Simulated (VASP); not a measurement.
# CuO (P4/mmm) in VASP: settings compared

CuO is run at these levels: r2SCAN, PBEsol+U; tasks: single point.

Program: VASP 6.6.1. These are calculated values, not measurements. Logs are shortened: lines on timing, memory, paths and dates and some standing lists are left out, and cuts for length are marked.

## (1) The cell of the first run

Symmetry: P4/mmm, No. 123, tetragonal system. Conventional cell: a = 4.161 Å, b = 4.161 Å, c = 3.888 Å, α = 90.00°, β = 90.00°, γ = 90.00°. Cu (site symmetry mmm) has 4 O at 1.94 to 2.08 Å within 2.6 Å. Cu (site symmetry 4/mmm) has 6 O at 1.94 to 2.08 Å within 2.6 Å. Within 2.6 Å of O (site symmetry 4/mmm) lie 6 Cu at 1.94 to 2.08 Å. O (site symmetry mmm) has 4 Cu at 1.94 to 2.08 Å within 2.6 Å.

## (2) Single point, r2SCAN

POSCAR reads:

```
CuO
1.0
    4.1609370000      0.0000000000      0.0000000000
    0.0000000000      4.1609370000      0.0000000000
    0.0000000000      0.0000000000      3.8876430000
Cu O
3 3
Direct
    0.5000000000      0.0000000000      0.5000000000
    0.0000000000      0.5000000000      0.5000000000
    0.0000000000      0.0000000000      0.0000000000
    0.0000000000      0.0000000000      0.5000000000
    0.5000000000      0.0000000000      0.0000000000
    0.0000000000      0.5000000000      0.0000000000
```

INCAR.step1 reads:

```
ALGO     = Normal         # electronic algorithm
EDIFF    = 1E-4           # SCF threshold, eV
ENCUT    = 520            # plane-wave cutoff, eV
GGA      = PE             # functional
ISMEAR   = -1             # smearing method
LASPH    = T              # aspherical terms in the spheres
LCHARG   = F              # write CHGCAR
LREAL    = F              # projectors in reciprocal space
LWAVE    = T              # write WAVECAR
NBANDS   = 34             # bands
NELM     = 100            # most SCF steps
PREC     = Accurate       # precision mode
SIGMA    = 0.05           # smearing width, eV
```

INCAR.step2 reads:

```
ALGO     = Normal         # electronic algorithm
EDIFF    = 1E-6           # SCF threshold, eV
ENCUT    = 520            # plane-wave cutoff, eV
ISIF     = 2              # what is computed and relaxed
ISMEAR   = -1             # smearing method
ISTART   = 1            
LASPH    = T              # aspherical terms in the spheres
LCHARG   = F              # write CHGCAR
LMIXTAU  = T            
LREAL    = F              # projectors in reciprocal space
LWAVE    = F              # write WAVECAR
METAGGA  = R2SCAN         # meta-GGA
NBANDS   = 34             # bands
NELM     = 100            # most SCF steps
PREC     = Accurate       # precision mode
SIGMA    = 0.05           # smearing width, eV
```

KPOINTS reads:

```
k-points
0
Gamma
  7 7 7
```

Potentials or basis: VASP PAW PBE potentials, release 64 (Cu, O).

On the command line:

```sh
cat potpaw_PBE.64/Cu/POTCAR potpaw_PBE.64/O/POTCAR > POTCAR
cp INCAR.step1 INCAR
mpirun -np 1 vasp_std > vasp.out
cp INCAR.step2 INCAR
mpirun -np 1 vasp_std > vasp.out
```

OUTCAR:

```text
EDIFF = 1E-6
   ENCUT = 520
   ISIF = 2
   ISMEAR = -1
   ISTART = 1
   LASPH = T
   LREAL = F
   METAGGA = R2SCAN
   NELM = 100
   PREC = Accurate

 ion  position               nearest neighbor table
   1  0.500  0.000  0.500-   5 1.94   5 1.94   4 2.08   4 2.08
   2  0.000  0.500  0.500-   6 1.94   6 1.94   4 2.08   4 2.08
   3  0.000  0.000  0.000-   4 1.94   4 1.94   6 2.08   5 2.08   6 2.08   5 2.08
   4  0.000  0.000  0.500-   3 1.94   3 1.94   1 2.08   2 2.08   2 2.08   1 2.08
   5  0.500  0.000  0.000-   1 1.94   1 1.94   3 2.08   3 2.08
   6  0.000  0.500  0.000-   2 1.94   2 1.94   3 2.08   3 2.08

  LATTYP: Found a simple tetragonal cell.
 ALAT       =     4.1609370000
 C/A-ratio  =     0.9343191209

  Lattice vectors:

 A1 = (   4.1609370000,   0.0000000000,   0.0000000000)
 A2 = (   0.0000000000,   4.1609370000,   0.0000000000)
 A3 = (   0.0000000000,   0.0000000000,   3.8876430000)

Analysis of symmetry for initial positions (statically):
=====================================================================
 Subroutine PRICEL returns:
 Original cell was already a primitive cell.

 Routine SETGRP: Setting up the symmetry group for a
 simple tetragonal supercell.

 Subroutine GETGRP returns: Found 16 space group operations
 (whereof 16 operations were pure point group operations)
 out of a pool of 16 trial point group operations.

The static configuration has the point symmetry D_4h.

Analysis of symmetry for dynamics (positions and initial velocities):
=====================================================================
 Subroutine PRICEL returns:
 Original cell was already a primitive cell.

 Routine SETGRP: Setting up the symmetry group for a
 simple tetragonal supercell.

 Subroutine GETGRP returns: Found 16 space group operations
 (whereof 16 operations were pure point group operations)
 out of a pool of 16 trial point group operations.

The dynamic configuration has the point symmetry D_4h.

 Subroutine INISYM returns: Found 16 space group operations
 (whereof 16 operations are pure point group operations),
 and found     1 'primitive' translations

----------------------------------------------------------------------------------------

                                     Primitive cell

  volume of cell :      67.3083

  direct lattice vectors                    reciprocal lattice vectors
     4.160937000  0.000000000  0.000000000     0.240330483  0.000000000  0.000000000
     0.000000000  4.160937000  0.000000000     0.000000000  0.240330483  0.000000000
[... 98 lines left out ...]
   NFREE  =      0    steps in history (QN), initial steepest desc. (CG)
   ISIF   =      2    stress and relaxation
   ISYM   =      2    0-nonsym 1-usesym 2-fastsym
   POTIM  = 0.5000    time-step for ionic-motion
   TEBEG  =    0.0;   TEEND  =   0.0 temperature during run
   PSTRESS=    0.0 pullay stress
   NELECT =      51.0000    total number of electrons
   NUPDOWN=      -1.0000    fix difference up-down
   EMIN   =  10.00;   EMAX   =-10.00  energy-range for DOS
   EFERMI =   0.00;   METHOD = LEGACY
   ISMEAR =    -1;   SIGMA  =   0.05  broadening in eV -4-tet -1-fermi 0-gaus
   EFERMI_NEDOS =   21; number of points for ismear=-14 and -15
   IALGO  =     38    algorithm
   IMIX   =      4    mixing-type and parameters
     AMIX     =   0.40;   BMIX     =  1.00
     AMIX_MAG =   1.60;   BMIX_MAG =  1.00
  volume/ion in A,a.u.               =      11.22        75.70
  Fermi-wavevector in a.u.,A,eV,Ry     =   1.492481  2.820379 30.306951  2.227498
  Thomas-Fermi vector in A             =   2.605003
   LORBIT       =      0    0 simple, 1 ext, 2 COOP (PROOUT), +10 PAW based schemes
   METAGGA = R2SCAN    functional components
   LHFCALC =     F    Hartree Fock is set to
   AEXX    =    0.0000 exact exchange contribution
   IVDW    =     0    specifies the selected vdW correction
   LEPSILON=     F    determine dielectric tensor
   LRPA    =     F    only Hartree local field effects (RPA)
 non-spin polarized calculation
  energy-cutoff  :      520.00
  volume of cell :       67.31
 maximum number of plane-waves:      1831
 NGX is ok and might be reduce to    32
   NGX = 15   NGY = 15   NGZ = 15

 number of electron      51.0000005 magnetization

 Free energy of the ion-electron system (eV)
  ---------------------------------------------------
  ext. energy  EPLUGINS =         0.00000000
  ---------------------------------------------------
  free energy    TOTEN  =       -53.09805303 eV

  energy without entropy =      -53.07220413  energy(sigma->0) =      -53.08512858

 E-fermi :   3.8767     XC(G=0): -11.8461

 val. band max:        3.8556375241   @ k =   0.1429   0.1429   0.4286
 cond. band min:       3.8784112712   @ k =   0.4286   0.4286   0.4286
 fundamental gap:      0.0227737471
 Fermi energy:         3.8767237977

 k-point     1 :       0.0000    0.0000    0.0000
  band No.  band energies     occupation
      1     -17.0468      2.00000
      2     -14.9760      2.00000
      3     -14.5358      2.00000
      4      -2.1932      2.00000
      5      -2.0397      2.00000
      6      -2.0397      2.00000
[... 877 lines left out ...]
     33      15.7248      0.00000
     34      16.8792      0.00000

 [... further k-points ...]

------------------------ aborting loop because EDIFF is reached ----------------------------------------

  FORCE on cell =-STRESS in cart. coord.  units (eV):
  Direction    XX          YY          ZZ          XY          YZ          ZX
  --------------------------------------------------------------------------------------
  -------------------------------------------------------------------------------------
  Total       -1.3696376     -1.3696376     -2.3484473      0.0000000     -0.0000000      0.0000000
  in kB      -32.6022520    -32.6022520    -55.9014086      0.0000000     -0.0000000      0.0000000
  external PRESSURE =     -40.3686375 kB  Pullay stress =       0.0000000 kB

 VOLUME and BASIS-vectors are now :
 -----------------------------------------------------------------------------
  energy-cutoff  :      520.00
  volume of cell :       67.31
      direct lattice vectors                 reciprocal lattice vectors
     4.160937000  0.000000000  0.000000000     0.240330483  0.000000000  0.000000000
     0.000000000  4.160937000  0.000000000     0.000000000  0.240330483  0.000000000
     0.000000000  0.000000000  3.887643000     0.000000000  0.000000000  0.257225265

 POSITION                                       TOTAL-FORCE (eV/Angst)
 -----------------------------------------------------------------------------------
      2.08047      0.00000      1.94382         0.000000      0.000000      0.000000
      0.00000      2.08047      1.94382         0.000000      0.000000      0.000000
      0.00000      0.00000      0.00000         0.000000      0.000000      0.000000
      0.00000      0.00000      1.94382         0.000000      0.000000      0.000000
      2.08047      0.00000      0.00000         0.000000      0.000000      0.000000
      0.00000      2.08047      0.00000         0.000000      0.000000      0.000000
 -----------------------------------------------------------------------------------
    total drift:                                0.000000      0.000000     -0.000000

  FREE ENERGIE OF THE ION-ELECTRON SYSTEM (eV)
  ---------------------------------------------------
  free  energy   TOTEN  =       -53.0980530321 eV

  energy  without entropy=      -53.0722041261  energy(sigma->0) =      -53.08512858
```

OSZICAR.step1:

```text
N       E                     dE             d eps       ncg     rms          rms(c)
DAV:   1     0.549437659320E+03    0.54944E+03   -0.23527E+04  2792   0.229E+03
DAV:   2     0.601829560414E+02   -0.48925E+03   -0.46017E+03  2738   0.474E+02
DAV:   3    -0.318437178319E+02   -0.92027E+02   -0.86641E+02  3518   0.219E+02
DAV:   4    -0.377715650971E+02   -0.59278E+01   -0.58186E+01  4048   0.598E+01
DAV:   5    -0.378575254962E+02   -0.85960E-01   -0.85800E-01  3880   0.768E+00    0.213E+01
DAV:   6    -0.338104361851E+02    0.40471E+01   -0.70689E+01  4052   0.166E+02    0.183E+01
DAV:   7    -0.282382539188E+02    0.55722E+01   -0.26585E+01  3558   0.127E+02    0.524E+00
DAV:   8    -0.281886895304E+02    0.49564E-01   -0.34054E+00  3988   0.175E+01    0.354E+00
DAV:   9    -0.281189470966E+02    0.69742E-01   -0.43114E-01  4362   0.175E+01    0.340E+00
DAV:  10    -0.279959248899E+02    0.12302E+00   -0.36088E-01  4870   0.192E+01    0.178E+00
DAV:  11    -0.279707807263E+02    0.25144E-01   -0.12858E-01  4814   0.947E+00    0.984E-01
DAV:  12    -0.279579237241E+02    0.12857E-01   -0.45962E-02  4294   0.471E+00    0.247E-01
DAV:  13    -0.279579011014E+02    0.22623E-04   -0.87333E-03  4070   0.116E+00    0.160E-01
DAV:  14    -0.279577550883E+02    0.14601E-03   -0.43089E-04  3082   0.366E-01    0.420E-02
DAV:  15    -0.279577924564E+02   -0.37368E-04   -0.34357E-04  2826   0.265E-01
   1 F= -.27957792E+02 E0= -.27942568E+02  d E =-.304488E-01
```

It took 2.3 min on 1 thread of Intel Xeon 6975P-C (Granite Rapids), shared host; peak memory 0.22 GiB.

Results:

| Property | Result |
| --- | --- |
| Free energy | -53.0981 eV |
| Pressure | -4.0 GPa |
| Band gap on the k mesh | zero (an odd number of electrons rules out a gap without spin polarisation) |

Stress tensor (GPa, compression positive):
```
-3.26  0.00  0.00
 0.00 -3.26  0.00
 0.00  0.00 -5.59
```

Caveat: the cell stands under tension; the PAW data sets were made with another functional, which shifts forces and pressure a little; an odd number of electrons without spin polarisation forces a metal; a magnetic or distorted state may lie lower; semilocal functionals often make such compounds metallic where correlation or magnetic order opens a gap, which also shifts bond lengths. With open d or f shells a metallic result of r2SCAN can be an artefact of self-interaction; +U or a hybrid may open a gap.

## (3) Single point, PBEsol+U

INCAR reads:

```
SYSTEM = CuO
  ALGO = Normal
  EDIFF = 1E-7
  ENCUT = 520
  GGA = PS
  ISIF = 2
  ISMEAR = -1
  LASPH = .True.
  LCHARG = .False.
  LDAU = .True.
  LDAUJ = 0 0
  LDAUL = 2 -1
  LDAUPRINT = 1
  LDAUTYPE = 2
  LDAUU = 4.5 0
  LMAXMIX = 4
  LREAL = .False.
  LWAVE = .False.
  NBANDS = 34
  NELM = 150
  PREC = Accurate
  SIGMA = 0.05
```

KPOINTS reads:

```
k-points
0
Gamma
  7 7 7
  0 0 0
```

POSCAR is that of step 2.

Potentials or basis: VASP PAW PBE potentials, release 64 (Cu, O).

On the command line:

```sh
cat potpaw_PBE.64/Cu/POTCAR potpaw_PBE.64/O/POTCAR > POTCAR
mpirun -np 1 vasp_std > vasp.out
```

It took 45 s on 1 thread of Intel Xeon 6975P-C (Granite Rapids), shared host; peak memory 0.22 GiB.

It converged, with:

```yaml
Free_energy: -25.9917 eV
Pressure: -7.7 GPa
Band_gap_on_the_k_mesh: zero (an odd number of electrons rules out a gap without spin polarisation)
```

Stress tensor (GPa, compression positive):
```
 -5.99   0.00   0.00
  0.00  -5.99   0.00
  0.00   0.00 -11.10
```

Levels at points of the mesh, in eV from the Fermi level:
```csv
k point,band 23,band 24,band 25,band 26,band 27,band 28,band 29,band 30
"(0.00, 0.00, 0.00)",-2.34,-1.77,-1.64,-1.15,-1.15,1.59,6.65,8.17
```

Eigenvalues of the final occupation matrices:
```
    site  spin  trace               eigenvalues
site 1 d     1   4.66  0.83 0.94 0.96 0.97 0.97
site 1 d     2   4.66  0.83 0.94 0.96 0.97 0.97
site 2 d     1   4.66  0.83 0.94 0.96 0.97 0.97
site 2 d     2   4.66  0.83 0.94 0.96 0.97 0.97
site 3 d     1   4.62  0.85 0.85 0.97 0.98 0.98
site 3 d     2   4.62  0.85 0.85 0.97 0.98 0.98
```

Caveat: the cell stands under tension; the PAW data sets were made with another functional, which shifts forces and pressure a little; an odd number of electrons without spin polarisation forces a metal; a magnetic or distorted state may lie lower; U without spin polarisation on a metal has little footing.
